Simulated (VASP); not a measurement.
Runs of VASP 6.6.1 on ZnO. The structure is that of space group P6_3mc (No. 186), or close to it. The cells are those of the table. 

```csv
task,level,potentials or basis,cell,cutoff (eV),gap on the mesh (eV),pressure (GPa),largest force (eV/Å)
single point,PBE+D4,"VASP PAW PBE potentials, release 64 (Zn, O_h)","a = 3.242, b = 3.242, c = 5.228 Å, angles 90.0, 90.0, 120.0°, 4 atoms",910,0.78,2.2,-
relaxation of shape and atoms at fixed volume,RPBE,"VASP PAW PBE potentials, release 64 (Zn, O)","relaxed from a = 3.319, b = 3.319, c = 5.352 Å, angles 90.0, 90.0, 120.0°, 4 atoms",600,0.78,0.7,0.01
relaxation of shape and atoms at fixed volume,RPBE,"VASP PAW PBE potentials, release 64 (Zn, O)","relaxed from a = 3.363, b = 3.363, c = 5.422 Å, angles 90.0, 90.0, 120.0°, 4 atoms",600,0.72,-3.6,0.01
relaxation of shape and atoms at fixed volume,RPBE+D4,"VASP PAW PBE potentials, release 64 (Zn, O)","relaxed from a = 3.300, b = 3.300, c = 5.321 Å, angles 90.0, 90.0, 120.0°, 4 atoms",600,0.80,-4.0,0.01
relaxation of shape and atoms at fixed volume,RPBE,"VASP PAW PBE potentials, release 64 (Zn, O)","relaxed from a = 3.309, b = 3.309, c = 5.336 Å, angles 90.0, 90.0, 120.0°, 4 atoms",600,0.79,1.8,0.01
single point,PBE,"VASP PAW PBE potentials, release 64 (Zn, O_h)","a = 3.242, b = 3.242, c = 5.228 Å, angles 90.0, 90.0, 120.0°, 4 atoms",910,0.78,(a),-
relaxation of shape and atoms at fixed volume,RPBE,"VASP PAW PBE potentials, release 64 (Zn, O)","relaxed from a = 3.341, b = 3.341, c = 5.387 Å, angles 90.0, 90.0, 120.0°, 4 atoms",600,0.75,-1.5,0.01
single point,RPBE+D4,"VASP PAW PBE potentials, release 64 (Zn, O_h)","a = 3.255, b = 3.255, c = 5.249 Å, angles 90.0, 90.0, 120.0°, 4 atoms",910,0.86,1.0,-
relaxation of shape and atoms at fixed volume,revPBE+D3(BJ),"VASP PAW PBE potentials, release 64 (Zn, O)","relaxed from a = 3.301, b = 3.301, c = 5.328 Å, angles 90.0, 90.0, 120.0°, 4 atoms",600,(b),-4.0,-
single point,RPBE+D4,"VASP PAW PBE potentials, release 64 (Zn, O_h)","a = 3.279, b = 3.279, c = 5.287 Å, angles 90.0, 90.0, 120.0°, 4 atoms",910,0.83,-1.6,-
```

Alike in all rows: no spin polarisation; k mesh 8 × 8 × 6; smearing gaussian 0.05 eV.

Task: Fill in the values left out.

Result: (a) 5.7; (b) 0.77.

Caveats: the PAW data sets were made with another functional, which shifts forces and pressure a little (at least some runs); the relaxation stopped at its first step, so nothing moved (at least some runs); the cutoff is under 1.25 times the usual one of these potentials, so pressure, stress and relaxed cells hold a basis-set (Pulay) error (at least some runs); the cell stands under pressure (at least some runs).

